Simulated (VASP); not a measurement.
## Al: single point with PBEsol

Crystal: Al.

```
Al
1.0
     2.89282    0.00000    0.00000
    -1.44641    2.50526    0.00000
     0.00000    0.00000    4.63732
Al
2
Direct
  0.66667 0.33333 0.75000
  0.33333 0.66667 0.25000
```

This cell differs from its parent crystal: strain +0.0150 x Voigt [1, 1, 0, 0, 0, 0].

```yaml
Program: VASP 6.6.1
Task: single point
Functional: PBEsol
Potentials_or_basis: VASP PAW PBE potentials, release 64 (Al)
Cutoff: 520 eV
k_mesh: 24 × 24 × 14
Occupations: gaussian, width 0.15 eV
Spin: no spin polarisation
Dipole_correction: no
Further_INCAR_settings: ALGO = Fast; EDIFF = 1e-06; NBANDS = 10
```

The pressure is -2.1 GPa. The band gap on the k mesh is zero (band 3 reaches 12.20 eV, above the bottom of band 4 at 4.53 eV).

Stress tensor (GPa, compression positive):
```
-2.66  0.00  0.00
 0.00 -2.66  0.00
 0.00  0.00 -0.93
```

Levels at points of the mesh, in eV from the Fermi level:
```
           k point  band 1  band 2  band 3  band 4  band 5  band 6  band 7
(0.00, 0.00, 0.00)  -11.01   -4.42   -4.13   10.10   10.10   10.63   10.63
(0.50, 0.00, 0.00)   -5.36   -5.11    0.62    1.27    1.55    1.84    5.28
(0.00, 0.00, 0.50)   -9.30   -9.30    3.75    3.75   11.43   11.43   11.43
(0.50, 0.00, 0.50)   -3.89   -3.89   -3.23   -3.23    6.76    6.76    7.54
```

Wall time 72 s on 1 thread of Intel(R) Xeon(R) Platinum 8375C CPU @ 2.90GHz (Ice Lake) (shared host), peak memory 0.25 GiB.

Caveat: the cell differs from its parent crystal (strain +0.0150 x Voigt [1, 1, 0, 0, 0, 0]); the PAW data sets were made with another functional, which shifts forces and pressure a little.
